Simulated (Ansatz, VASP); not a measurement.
**One calculation of Hf, two programs**

File INCAR:

```
SYSTEM = Hf
PREC = Accurate
ENCUT = 600
EDIFF = 1E-7
ISMEAR = 0
SIGMA = 0.1
LREAL = .FALSE.
LASPH = .TRUE.
NELM = 100
ALGO = Normal
ISIF = 3
LWAVE = .FALSE.
LCHARG = .FALSE.
GGA = PE
IBRION = 2
NSW = 100
EDIFFG = -0.01
```

File KPOINTS:

```
Automatic mesh
0
G
  8 8 8
  0 0 0
```

File POSCAR:

```
Hf
1.0
    5.6515752618      0.0000000000      0.0000000000
    0.0000000000      5.6515752618      0.0000000000
    0.0000000000      0.0000000000      5.6515752618
Hf
8
Direct
    0.5000000000      0.5000000000      0.5000000000
    0.0000000000      0.0000000000      0.0000000000
    0.2500000000      0.0000000000      0.5000000000
    0.5000000000      0.2500000000      0.0000000000
    0.5000000000      0.7500000000      0.0000000000
    0.7500000000      0.0000000000      0.5000000000
    0.0000000000      0.5000000000      0.7500000000
    0.0000000000      0.5000000000      0.2500000000
```

Input for Ansatz:

```yaml
crystal:
  lattice:
    - [5.6515752618, 0.0, 0.0]
    - [0.0, 5.6515752618, 0.0]
    - [0.0, 0.0, 5.6515752618]
  atoms:
    - { symbol: Hf, position: [0.5, 0.5, 0.5] }
    - { symbol: Hf, position: [0.0, 0.0, 0.0] }
    - { symbol: Hf, position: [0.25, 0.0, 0.5] }
    - { symbol: Hf, position: [0.5, 0.25, 0.0] }
    - { symbol: Hf, position: [0.5, 0.75, 0.0] }
    - { symbol: Hf, position: [0.75, 0.0, 0.5] }
    - { symbol: Hf, position: [0.0, 0.5, 0.75] }
    - { symbol: Hf, position: [0.0, 0.5, 0.25] }
basis:
  ecutwfc: 420
kpoints:
  mp_grid: { grid: [8, 8, 8] }
hamiltonian:
  xc: pbe
scf:
  occupations: { method: gaussian, width: 0.1 }
output:
  forces: true
  stress: true
  eigenvalues: true
relax:
  adjacent_minimum: "off"
  f_tol: 0.01
  max_steps: 80
  cell: { stress_tol: 0.05 }
```

Alike in both runs: task relaxation of cell and atoms; functional PBE; k mesh 8 × 8 × 8; occupations gaussian, width 0.1 eV; no spin polarisation.

|  | VASP | Ansatz |
| --- | --- | --- |
| version | VASP 6.6.1 | Ansatz 0.2.0 |
| potentials or method | VASP PAW PBE potentials, release 64 (Hf_pv), cutoff 600 eV | scalar-relativistic, plane waves, PAW |
| valence electrons in the cell | 80 | 208 |

Ansatz gave:

* gap on the k mesh at the Fermi level, each at its own relaxed structure (eV): none
* relaxed volume (Å³/atom): 22.50
* relaxed cell length with the largest relative difference (Å): 5.646

Question: Estimate VASP's values.

Answer: gap on the k mesh at the Fermi level, each at its own relaxed structure (eV): none; relaxed volume (Å³/atom): 22.41; relaxed cell length with the largest relative difference (Å): 5.639.

A gap of «none» marks a metal or a gap that the smearing closes. VASP's potentials hold 80 valence electrons a cell and Ansatz's 208, so a difference there can come from the potentials and not from the codes.

Spin-orbit coupling is off throughout.
